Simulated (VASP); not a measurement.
# Ta (P6_3/mmc) in VASP: settings compared, part 3 of 3

VASP 6.6.1. Earlier steps stand in the parts before.

## 4. Relaxation of cell and atoms, r2SCAN, target pressure 5 GPa, at which the enthalpy is minimised

Contents of POSCAR:

```
Ta
1.0
    2.9003720726      0.0000000000      0.0000000000
   -1.4501860363      2.5117958953      0.0000000000
    0.0000000000      0.0000000000      5.1662740000
Ta
2
Direct
    0.3333333333      0.6666666667      0.2500000000
    0.6666666667      0.3333333333      0.7500000000
```

Contents of INCAR.step1:

```
ALGO = Normal
EDIFF = 1E-4
ENCUT = 600
GGA = PE
ISMEAR = -1
LASPH = True
LCHARG = False
LREAL = False
LWAVE = True
NELM = 60
PREC = Accurate
SIGMA = 0.05
```

Contents of INCAR.step2:

```
ALGO = Normal
EDIFF = 1E-6
EDIFFG = -0.01
ENCUT = 600
IBRION = 2
ISIF = 3
ISMEAR = -1
ISTART = 1
LASPH = True
LCHARG = False
LMIXTAU = True
LREAL = False
LWAVE = False
METAGGA = R2SCAN
NELM = 60
NSW = 60
PREC = Accurate
PSTRESS = 50.0
SIGMA = 0.05
```

Contents of KPOINTS:

```
k-points
0
Gamma
  11 11 5
```

Potentials or basis: VASP PAW PBE potentials, release 64 (Ta_pv).

Launch:

```
cat potpaw_PBE.64/Ta_pv/POTCAR > POTCAR
cp INCAR.step1 INCAR
mpirun -np 1 vasp_std > vasp.out
cp INCAR.step2 INCAR
mpirun -np 1 vasp_std > vasp.out
```

OUTCAR:

```text
EDIFF = 1E-6
   EDIFFG = -0.01
   ENCUT = 600
   IBRION = 2
   ISIF = 3
   ISMEAR = -1
   ISTART = 1
   LASPH = True
   LREAL = False
   METAGGA = R2SCAN
   NELM = 60
   NSW = 60
   PREC = Accurate
   PSTRESS = 50.0

 ion  position               nearest neighbor table
   1  0.333  0.667  0.250-   2 3.08   2 3.08   2 3.08   2 3.08   2 3.08   2 3.08
   2  0.667  0.333  0.750-   1 3.08   1 3.08   1 3.08   1 3.08   1 3.08   1 3.08

  LATTYP: Found a hexagonal cell.
 ALAT       =     2.9003720726
 C/A-ratio  =     1.7812452577

  Lattice vectors:

 A1 = (   2.9003720726,   0.0000000000,   0.0000000000)
 A2 = (  -1.4501860363,   2.5117958953,   0.0000000000)
 A3 = (   0.0000000000,   0.0000000000,   5.1662740000)

Analysis of symmetry for initial positions (statically):
=====================================================================
 Subroutine PRICEL returns:
 Original cell was already a primitive cell.

 Routine SETGRP: Setting up the symmetry group for a
 hexagonal supercell.

 Subroutine GETGRP returns: Found 24 space group operations
 (whereof 12 operations were pure point group operations)
 out of a pool of 24 trial point group operations.

The static configuration has the point symmetry D_3d.
 The point group associated with its full space group is D_6h.

Analysis of symmetry for dynamics (positions and initial velocities):
=====================================================================
 Subroutine PRICEL returns:
 Original cell was already a primitive cell.

 Routine SETGRP: Setting up the symmetry group for a
 hexagonal supercell.

 Subroutine GETGRP returns: Found 24 space group operations
 (whereof 12 operations were pure point group operations)
 out of a pool of 24 trial point group operations.

[... 134 lines left out ...]
  energy-cutoff  :      600.00
  volume of cell :       37.64
 maximum number of plane-waves:      1275
 NGX is ok and might be reduce to    24
   NGX = 11   NGY = 11   NGZ = 21

--------------------------------------- Ionic step        1  -------------------------------------------

 number of electron      22.0000002 magnetization

 Free energy of the ion-electron system (eV)
  ---------------------------------------------------
  ext. energy  EPLUGINS =         0.00000000
  ---------------------------------------------------
  free energy    TOTEN  =       -96.57135804 eV

  energy without entropy =      -96.55215631  energy(sigma->0) =      -96.56175718

------------------------ aborting loop because EDIFF is reached ----------------------------------------

  FORCE on cell =-STRESS in cart. coord.  units (eV):
  Direction    XX          YY          ZZ          XY          YZ          ZX
  --------------------------------------------------------------------------------------
  -------------------------------------------------------------------------------------
  Total       -0.8338681     -0.8338681     -0.5292011      0.0000000      0.0000000     -0.0000000
  in kB      -35.4970641    -35.4970641    -22.5276461      0.0000000      0.0000000     -0.0000000
  external PRESSURE =     -81.1739248 kB  Pullay stress =      50.0000000 kB
[... 291 lines left out ...]
--------------------------------------- Ionic step        9  -------------------------------------------

 number of electron      21.9999999 magnetization

 Free energy of the ion-electron system (eV)
  ---------------------------------------------------
  ext. energy  EPLUGINS =         0.00000000
  ---------------------------------------------------
  free energy    TOTEN  =       -96.56409079 eV

  energy without entropy =      -96.54647869  energy(sigma->0) =      -96.55528474

 E-fermi :   5.8121     XC(G=0): -13.7289

 val. band max:        5.7927783745   @ k =   0.2727   0.2727   0.0000
 cond. band min:       5.8176183655   @ k =   0.3636  -0.0000   0.0000
 fundamental gap:      0.0248399910
 Fermi energy:         5.8120550739

 k-point     1 :       0.0000    0.0000    0.0000
  band No.  band energies     occupation
      1     -29.9993      2.00000
      2     -29.0273      2.00000
      3     -28.8868      2.00000
      4     -28.8868      2.00000
      5     -28.7929      2.00000
      6     -28.7929      2.00000
      7      -3.0047      2.00000
      8       0.4670      2.00000
      9       5.0847      2.00000
     10       5.4924      1.99666
     11       6.4729      0.00000
     12       6.4729      0.00000
     13       7.0816      0.00000
     14       7.0816      0.00000
[... 401 lines left out ...]
      2     -29.4449      2.00000
      3     -29.3980      2.00000
      4     -29.1081      2.00000
      5     -29.0315      2.00000
      6     -28.9496      2.00000
      7      -0.5836      2.00000
      8       2.2501      2.00000
      9       3.4597      2.00000
     10       4.5426      2.00000
     11       5.3076      1.99992
     12       6.0119      0.03606
     13       7.8173      0.00000
     14       7.9867      0.00000
     15       9.1199      0.00000

 [... further k-points ...]

------------------------ aborting loop because EDIFF is reached ----------------------------------------

  FORCE on cell =-STRESS in cart. coord.  units (eV):
  Direction    XX          YY          ZZ          XY          YZ          ZX
  --------------------------------------------------------------------------------------
  -------------------------------------------------------------------------------------
  Total        1.1476468      1.1476468      1.1260114      0.0000000      0.0000000      0.0000000
  in kB       50.8615670     50.8615670     49.9027268      0.0000000      0.0000000      0.0000000
  external PRESSURE =       0.5419536 kB  Pullay stress =      50.0000000 kB
[... 21 lines left out ...]
  energy  without entropy=      -96.5464786864  energy(sigma->0) =      -96.55528474

  enthalpy is  TOTEN    =       -95.4358845308 eV   P V=        1.1282062562

 reached required accuracy - stopping structural energy minimisation
```

OUTCAR.step1:

```text
EDIFF = 1E-4
   ENCUT = 600
   GGA = PE
   ISMEAR = -1
   LASPH = True
[... 656 lines left out ...]
     -0.00000      1.67453      1.29157         0.000000      0.000000      0.000000
      1.45019      0.83727      3.87471        -0.000000     -0.000000      0.000000
 -----------------------------------------------------------------------------------
    total drift:                               -0.000000      0.000000     -0.000000

  FREE ENERGIE OF THE ION-ELECTRON SYSTEM (eV)
  ---------------------------------------------------
  free  energy   TOTEN  =       -23.0893161766 eV

  energy  without entropy=      -23.0702147644  energy(sigma->0) =      -23.07976547
```

Run time: 13 min. Hardware: 1 thread of Intel Xeon 8259CL, shared host; peak memory 0.2 GiB.

Results:

```yaml
Free_energy: -96.5641 eV
Relaxed_volume: 18.08 Å³/atom
Relaxed_cell: a = 2.858 Å, b = 2.858 Å, c = 5.111 Å, α = 90.00°, β = 90.00°, γ = 120.00°
Space_group_after_relaxing_to_0.1_Å: P6_3/mmc (No. 194)
Energy_change_on_relaxing_the_run_minimises_the_enthalpy: +3.6 meV/atom
Ionic_steps: 9
Pressure_after_relaxing: 5.1 GPa
Band_gap_on_the_k_mesh: zero (bands 11 and 12 overlap by 1.58 eV)
```

The path:
| step | energy change (eV) | largest force (eV/Å) | pressure (GPa) | volume (Å³) |
| --- | --- | --- | --- | --- |
| 1 | 0.0000 | 0.0000 | -3.12 | 37.64 |
| 2 | 0.3853 | 0.0000 | 31.64 | 32.68 |
| 3 | 0.0053 | 0.0000 | 4.63 | 36.22 |
| 4 | 0.0070 | 0.0000 | 4.98 | 36.16 |
| 5 | 0.0079 | 0.0000 | 5.15 | 36.13 |
| 6 | 0.0055 | 0.0000 | 4.68 | 36.21 |
| 7 | 0.0067 | 0.0000 | 4.95 | 36.17 |
| 8 | 0.0066 | 0.0000 | 4.93 | 36.17 |
| 9 | 0.0073 | 0.0000 | 5.05 | 36.15 |

Final structure:
```
Ta
1.0
     2.85792    0.00000    0.00000
    -1.42896    2.47503    0.00000
     0.00000    0.00000    5.11091
Ta
2
Direct
  0.33333 0.66667 0.25000
  0.66667 0.33333 0.75000
```

Levels at points of the mesh, in eV from the Fermi level:
| k point | band 7 | band 8 | band 9 | band 10 | band 11 | band 12 | band 13 | band 14 | band 15 |
| --- | --- | --- | --- | --- | --- | --- | --- | --- | --- |
| (0.00, 0.00, 0.00) | -8.82 | -5.35 | -0.73 | -0.32 | 0.66 | 0.66 | 1.27 | 1.27 | 3.38 |

Caveat: the cell is relaxed towards a set pressure, so the run minimises the enthalpy, not the energy; the PAW data sets were made with another functional, which shifts forces and pressure a little; spin-orbit coupling is left out, which moves the levels of the heavy elements.

## 5. Single point, PBE0

This run uses another cell than the first one, of 17.69 Å³/atom.

Contents of POSCAR:

```
Ta
1.0
    2.8411641924      0.0000000000      0.0000000000
   -1.4205820962      2.4605203670      0.0000000000
    0.0000000000      0.0000000000      5.0608102442
Ta
2
Direct
    0.3333333333      0.6666666667      0.2500000000
    0.6666666667      0.3333333333      0.7500000000
```

Contents of INCAR.step1:

```
SYSTEM = Ta
PREC = Accurate
ENCUT = 520
EDIFF = 1E-5
ISMEAR = -1
SIGMA = 0.05
LREAL = .FALSE.
LASPH = .TRUE.
NELM = 60
ALGO = Normal
ISIF = 2
LWAVE = .TRUE.
NBANDS = 18
GGA = PE
```

Contents of INCAR.step2:

```
SYSTEM = Ta
PREC = Accurate
ENCUT = 520
EDIFF = 1E-6
ISMEAR = -1
SIGMA = 0.05
LREAL = .FALSE.
LASPH = .TRUE.
NELM = 60
ALGO = Normal
ISIF = 2
LWAVE = .FALSE.
LCHARG = .TRUE.
GGA = PE
LHFCALC = .TRUE.
AEXX = 0.25
PRECFOCK = Normal
LELF = .TRUE.
LVHAR = .TRUE.
NBANDS = 18
ISTART = 1
```

Contents of KPOINTS:

```
Automatic mesh
0
G
  6 6 4
  0 0 0
```

Launch:

```
cat potpaw_PBE.64/Ta_pv/POTCAR > POTCAR
cp INCAR.step1 INCAR
mpirun -np 1 vasp_std > vasp.out
cp INCAR.step2 INCAR
mpirun -np 1 vasp_std > vasp.out
```

It took 50 min on 1 thread of Intel Xeon Platinum 8259CL at 2.50GHz (Skylake/Cascade Lake), shared host; peak memory 0.17 GiB.

It converged, with:

```
Free energy            : -28.5218 eV
Pressure               : 7.3 GPa
Band gap on the k mesh : zero (bands 11 and 12 overlap by 3.32 eV)
```

Stress tensor (GPa, compression positive):
```
7.95 0.00 0.00
0.00 7.95 0.00
0.00 0.00 5.97
```

Levels at points of the mesh, in eV from the Fermi level:
| k point | band 7 | band 8 | band 9 | band 10 | band 11 | band 12 | band 13 | band 14 | band 15 | band 16 |
| --- | --- | --- | --- | --- | --- | --- | --- | --- | --- | --- |
| (0.00, 0.00, 0.00) | -9.88 | -6.18 | -0.97 | -0.66 | 1.38 | 1.38 | 2.19 | 2.19 | 4.47 | 4.47 |
| (0.50, 0.00, 0.00) | -5.17 | -5.10 | -4.43 | -0.85 | -0.53 | 1.24 | 1.88 | 7.43 | 8.33 | 8.69 |
| (0.00, 0.00, 0.50) | -7.72 | -7.72 | -1.89 | -1.89 | 1.48 | 1.48 | 1.48 | 1.48 | 6.12 | 6.12 |
| (0.50, 0.00, 0.50) | -5.55 | -5.55 | -3.20 | -3.20 | 2.18 | 2.18 | 3.91 | 3.91 | 7.22 | 7.22 |

Caveat: the k points lie up to 0.43 Å⁻¹ apart, too coarse for converged energies and pressures of a metal; the PAW data sets were made with another functional, which shifts forces and pressure a little; spin-orbit coupling is left out, which moves the levels of the heavy elements.

## 6. Single point, HSE06

This run uses another cell than the first one, of 18.07 Å³/atom.

Contents of POSCAR:

```
Ta
1.0
    2.8611730502      0.0000000000      0.0000000000
   -1.4305865251      2.4778485461      0.0000000000
    0.0000000000      0.0000000000      5.0964509272
Ta
2
Direct
    0.3333333333      0.6666666667      0.2500000000
    0.6666666667      0.3333333333      0.7500000000
```

Contents of INCAR.step1:

```
SYSTEM = Ta
  PREC = Accurate
  ENCUT = 520
  EDIFF = 1E-5
  ISMEAR = -1
  SIGMA = 0.05
  LREAL = .False.
  LASPH = .True.
  NELM = 60
  ALGO = Normal
  ISIF = 2
  LWAVE = .True.
  GGA = PE
  NBANDS = 18
```

Contents of INCAR.step2:

```
SYSTEM = Ta
  PREC = Accurate
  ENCUT = 520
  EDIFF = 1E-6
  ISMEAR = -1
  SIGMA = 0.05
  LREAL = .False.
  LASPH = .True.
  NELM = 60
  ALGO = Normal
  ISIF = 2
  LWAVE = .False.
  LCHARG = .True.
  GGA = PE
  LHFCALC = .True.
  HFSCREEN = 0.2079
  PRECFOCK = Normal
  LELF = .True.
  LVHAR = .True.
  ISTART = 1
  NBANDS = 18
```

Contents of KPOINTS:

```
regular mesh
0
Gamma
  6 6 4
  0 0 0
```

Potentials or basis: VASP PAW PBE potentials, release 64 (Ta_pv).

Launch:

```
cat potpaw_PBE.64/Ta_pv/POTCAR > POTCAR
cp INCAR.step1 INCAR
mpirun -np 1 vasp_std > vasp.out
cp INCAR.step2 INCAR
mpirun -np 1 vasp_std > vasp.out
```

Run time: 27 min. Hardware: 1 thread of AMD EPYC 7R13 (Zen 3), shared host; peak memory 0.24 GiB.

It converged, with:

* Free energy: -26.3013 eV
* Pressure: 3.9 GPa
* Band gap on the k mesh: zero (bands 11 and 12 overlap by 2.56 eV)

Stress tensor (GPa, compression positive):
```
4.64 0.00 0.00
0.00 4.64 0.00
0.00 0.00 2.45
```

Levels at points of the mesh, in eV from the Fermi level:
| k point | band 9 | band 10 | band 11 | band 12 | band 13 | band 14 |
| --- | --- | --- | --- | --- | --- | --- |
| (0.00, 0.00, 0.00) | -0.70 | -0.40 | 0.99 | 0.99 | 1.73 | 1.73 |
| (0.50, 0.00, 0.00) | -3.95 | -0.66 | -0.31 | 0.73 | 1.44 | 6.79 |
| (0.00, 0.00, 0.50) | -1.54 | -1.54 | 1.11 | 1.11 | 1.11 | 1.11 |
| (0.50, 0.00, 0.50) | -2.79 | -2.79 | 1.69 | 1.69 | 3.41 | 3.41 |

Caveat: the k points lie up to 0.42 Å⁻¹ apart, too coarse for converged energies and pressures of a metal; the PAW data sets were made with another functional, which shifts forces and pressure a little; spin-orbit coupling is left out, which moves the levels of the heavy elements.

## 7. Overview

| task | level | cell | k mesh | cutoff (eV) | grid for exact exchange (PRECFOCK) | share of exact exchange | screening parameter | gap on the mesh (eV) | pressure (GPa) |
| --- | --- | --- | --- | --- | --- | --- | --- | --- | --- |
| relaxation of cell and atoms | r2SCAN | relaxed from a = 2.900, b = 2.900, c = 5.166 Å, angles 90.0, 90.0, 120.0°, 2 atoms | 11 × 11 × 5 | 600 | - | - | - | none | 0.0 |
| relaxation of cell and atoms | r2SCAN | relaxed to 2 GPa from a = 2.900, b = 2.900, c = 5.166 Å, angles 90.0, 90.0, 120.0°, 2 atoms | 11 × 11 × 5 | 600 | - | - | - | none | 2.0 |
| relaxation of cell and atoms | r2SCAN | relaxed to 5 GPa from a = 2.900, b = 2.900, c = 5.166 Å, angles 90.0, 90.0, 120.0°, 2 atoms | 11 × 11 × 5 | 600 | - | - | - | none | 5.1 |
| single point | PBE0 | a = 2.841, b = 2.841, c = 5.061 Å, angles 90.0, 90.0, 120.0°, 2 atoms | 6 × 6 × 4 | 520 | Normal | 0.25 | - | none | 7.3 |
| single point | HSE06 | a = 2.861, b = 2.861, c = 5.096 Å, angles 90.0, 90.0, 120.0°, 2 atoms | 6 × 6 × 4 | 520 | Normal | 0.25 | 0.2079 1/Å | none | 3.9 |

Alike in all rows: potentials or basis VASP PAW PBE potentials, release 64 (Ta_pv); no spin polarisation; smearing fermi-dirac 0.05 eV.

Caveats: some runs use coarse meshes; the PAW data sets were made with another functional, which shifts forces and pressure a little; spin-orbit coupling is left out, which moves the levels of the heavy elements; the cell is relaxed towards a set pressure, so the run minimises the enthalpy, not the energy (at least some runs).

Absolute energies hang on the potentials; compare differences alone.

The gap in the log of VASP goes by the Fermi energy; the results here count the filled bands.